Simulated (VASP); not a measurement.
A run of VASP 6.6.1 is set up as follows.

Contents of INCAR:

```
PREC = Accurate
ENCUT = 520
EDIFF = 1E-6
ISMEAR = 0
SIGMA = 0.02
LREAL = F
LASPH = T
NELM = 80
ALGO = Normal
ISIF = 2
LWAVE = F
LCHARG = F
GGA = PS
NBANDS = 22
```

File KPOINTS:

```
Automatic mesh
0
Gamma
  8 8 8
```

Contents of POSCAR:

```
InSb3
1.0
    0.0000000000      3.7945550000      3.7945550000
    3.7945550000      0.0000000000      3.7945550000
    3.7945550000      3.7945550000      0.0000000000
Sb In
3 1
Direct
    0.5000000000      0.5000000000      0.5000000000
    0.7500000000      0.7500000000      0.7500000000
    0.2500000000      0.2500000000      0.2500000000
    0.0000000000      0.0000000000      0.0000000000
```

Potentials or basis: VASP PAW PBE potentials, release 64 (Sb, In_d).

Run with:

```sh
$ cat potpaw_PBE.64/Sb/POTCAR potpaw_PBE.64/In_d/POTCAR > POTCAR
$ mpirun -np 1 vasp_std > vasp.out
```

(1) Predict the pressure.

(2) Estimate the band gap on the k mesh.

## Answers

(1) -3.4 GPa.

(2) zero (band 14 reaches 8.99 eV, above the bottom of band 15 at 5.48 eV).

Caveat: the PAW data sets were made with another functional, which shifts forces and pressure a little; spin-orbit coupling is left out, which moves the levels of the heavy elements.
